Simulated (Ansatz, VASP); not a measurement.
**Tl2Sn2H5 in VASP and in Ansatz**

Contents of INCAR:

```
SYSTEM = Tl2Sn2H5
PREC     = Accurate       ! precision mode
ENCUT    = 520            ! plane-wave cutoff, eV
EDIFF    = 1E-6           ! SCF threshold, eV
ISMEAR   = 0              ! smearing method
SIGMA    = 0.1            ! smearing width, eV
LREAL    = .False.        ! projectors in reciprocal space
LASPH    = .True.         ! aspherical terms in the spheres
NELM     = 100            ! most SCF steps
ALGO     = Normal         ! electronic algorithm
ISIF     = 2              ! what is computed and relaxed
LWAVE    = .False.        ! write WAVECAR
LCHARG   = .True.         ! write CHGCAR
GGA      = PE             ! functional
LELF     = .True.         ! ELF
LVHAR    = .True.       
NBANDS   = 40             ! bands
```

KPOINTS

```
Automatic mesh
0
Gamma
  9 9 6
  0 0 0
```

File POSCAR:

```
Tl2Sn2H5
1.0
    5.3678804224      0.0000000000      0.0000000000
   -2.6839402112      4.6487208103      0.0000000000
    0.0000000000      0.0000000000      6.1821948143
Tl Sn H
2 2 5
Direct
    0.3333333333      0.6666666667      0.5000000000
    0.6666666667      0.3333333333      0.5000000000
    0.0000000000      0.0000000000      0.0000000000
    0.0000000000      0.0000000000      0.5000000000
    0.5000000000      0.0000000000      0.0000000000
    0.0000000000      0.5000000000      0.0000000000
    0.5000000000      0.5000000000      0.0000000000
    0.3333333333      0.6666666667      0.0000000000
    0.6666666667      0.3333333333      0.0000000000
```

Input for Ansatz:

```yaml
crystal:
  lattice:
    - [5.3678804224, 0.0, 0.0]
    - [-2.6839402112, 4.6487208103, 0.0]
    - [0.0, 0.0, 6.1821948143]
  atoms:
    - { symbol: Tl, position: [0.3333333333, 0.6666666667, 0.5] }
    - { symbol: Tl, position: [0.6666666667, 0.3333333333, 0.5] }
    - { symbol: Sn, position: [0.0, 0.0, 0.0] }
    - { symbol: Sn, position: [0.0, 0.0, 0.5] }
    - { symbol: H, position: [0.5, 0.0, 0.0] }
    - { symbol: H, position: [0.0, 0.5, 0.0] }
    - { symbol: H, position: [0.5, 0.5, 0.0] }
    - { symbol: H, position: [0.3333333333, 0.6666666667, 0.0] }
    - { symbol: H, position: [0.6666666667, 0.3333333333, 0.0] }
basis:
  ecutwfc: 420
kpoints:
  mp_grid: { grid: [9, 9, 6] }
  band_path:
    path:
      - [[0.0, 0.0, 0.0], [0.5, 0.0, 0.0], [0.33333333, 0.33333333, 0.0], [0.0, 0.0, 0.0], [0.0, 0.0, 0.5], [0.5, 0.0, 0.5], [0.33333333, 0.33333333, 0.5], [0.0, 0.0, 0.5]]
      - [[0.5, 0.0, 0.5], [0.5, 0.0, 0.0]]
      - [[0.33333333, 0.33333333, 0.5], [0.33333333, 0.33333333, 0.0]]
    npoints: 14
hamiltonian:
  xc: pbe
scf:
  occupations: { method: gaussian, width: 0.1 }
  n_extra_bands: 22
output:
  forces: true
  stress: true
  eigenvalues: true
  populations: true
  dos: { projected: true, de: 0.02, nscf_kmesh: { grid: [11, 11, 8] } }
  bader: true
  write_density: true
  write_potential: true
  elf: true
  volumetric_format: npy
```

Alike in both runs: task single point; functional PBE; k mesh 9 × 9 × 6; occupations gaussian, width 0.1 eV; no spin polarisation.

```csv
,VASP,Ansatz
version,VASP 6.6.1,Ansatz 0.2.0
potentials or method,"VASP PAW PBE potentials, release 64 (Tl_d, Sn_d, H), cutoff 520 eV","scalar-relativistic, plane waves, PAW"
valence electrons in the cell,59,59
```

|  | VASP | Ansatz | Ansatz less VASP |
| --- | --- | --- | --- |
| gap on the k mesh at the Fermi level (eV) | none | none | - |
| pressure (GPa) | -0.1 | 0.0 | +0.09 |

A gap of «none» marks a metal or a gap that the smearing closes.

Neither program's run includes spin-orbit coupling.
